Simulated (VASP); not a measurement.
Input of a VASP 6.6.1 run:

The input INCAR:

```
SYSTEM = NaI
PREC = Accurate ; ENCUT = 520
EDIFF = 1E-7 ; ISMEAR = 0
SIGMA = 0.01 ; LREAL = .FALSE.
LASPH = .TRUE. ; NELM = 80
ALGO = Normal ; ISIF = 2
LWAVE = .FALSE. ; LCHARG = .FALSE.
GGA = PS ; NBANDS = 14
```

KPOINTS

```
Automatic mesh
0
G
  4 4 4
  0 0 0
```

The input POSCAR:

```
NaI
1.0
    0.0000000000      3.2208999307      3.2208999307
    3.2208999307      0.0000000000      3.2208999307
    3.2208999307      3.2208999307      0.0000000000
Na I
1 1
Direct
    0.0000000000      0.0000000000      0.0000000000
    0.5000000000      0.5000000000      0.5000000000
```

Potentials or basis: VASP PAW PBE potentials, release 64 (Na_pv, I).

Run with:

```bash
$ cat potpaw_PBE.64/Na_pv/POTCAR potpaw_PBE.64/I/POTCAR > POTCAR
$ mpirun -np 1 vasp_std > vasp.out
```

(1) What does it give for the pressure?

(2) What does it give for the band gap on the k mesh?

Results:

(1) -0.2 GPa.

(2) 3.54 eV.

Caveat: the k points lie up to 0.42 Å⁻¹ apart; the PAW data sets were made with another functional, which shifts forces and pressure a little; spin-orbit coupling is left out, which moves the levels of the heavy elements.
